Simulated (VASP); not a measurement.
Input of a VASP 6.6.1 run:

INCAR

```
ALGO = Normal ; EDIFF = 1E-6
EDIFFG = -0.002 ; ENCUT = 600
GGA = CA ; IBRION = 2
ISIF = 3 ; ISMEAR = 0
LASPH = True ; LCHARG = False
LREAL = False ; LWAVE = False
NELM = 100 ; NSW = 80
PREC = Accurate ; PSTRESS = 20.0
SIGMA = 0.02
```

File KPOINTS:

```
k-points
0
Gamma
  12 12 8
```

POSCAR

```
SnSe2
1.0
    3.8004248690      0.0000000000      0.0000000000
   -1.9002124345      3.2912644817      0.0000000000
    0.0000000000      0.0000000000      5.8896775835
Sn Se
1 2
Direct
    0.0000000000      0.0000000000      0.0000000000
    0.3333333333      0.6666666667      0.2677218834
    0.6666666667      0.3333333333      0.7322781166
```

Potentials or basis: VASP PAW LDA potentials, release 64 (Sn_d, Se).

The run is started by

```console
$ cat potpaw_LDA.64/Sn_d/POTCAR potpaw_LDA.64/Se/POTCAR > POTCAR
$ mpirun -np 1 vasp_std > vasp.out
```

Question: Predict the band gap on the k mesh.

Answer: Zero (band 13 reaches 5.69 eV, above the bottom of band 14 at 5.65 eV).

Question: Predict the relaxed cell.

Answer: a = 3.784 Å, b = 3.784 Å, c = 5.665 Å, α = 90.00°, β = 90.00°, γ = 120.00°.

Final structure:
```
CELL_PARAMETERS angstrom
3.78356 0.00000 0.00000
-1.89178 3.27666 0.00000
0.00000 0.00000 5.66539
ATOMIC_POSITIONS crystal
Sn 0.00000 0.00000 0.00000
Se 0.33333 0.66667 0.27852
Se 0.66667 0.33333 0.72148
```

Caveat: the cell is relaxed towards a set pressure, so the enthalpy falls and the energy may rise; spin-orbit coupling is left out, which moves the levels of the heavy elements.
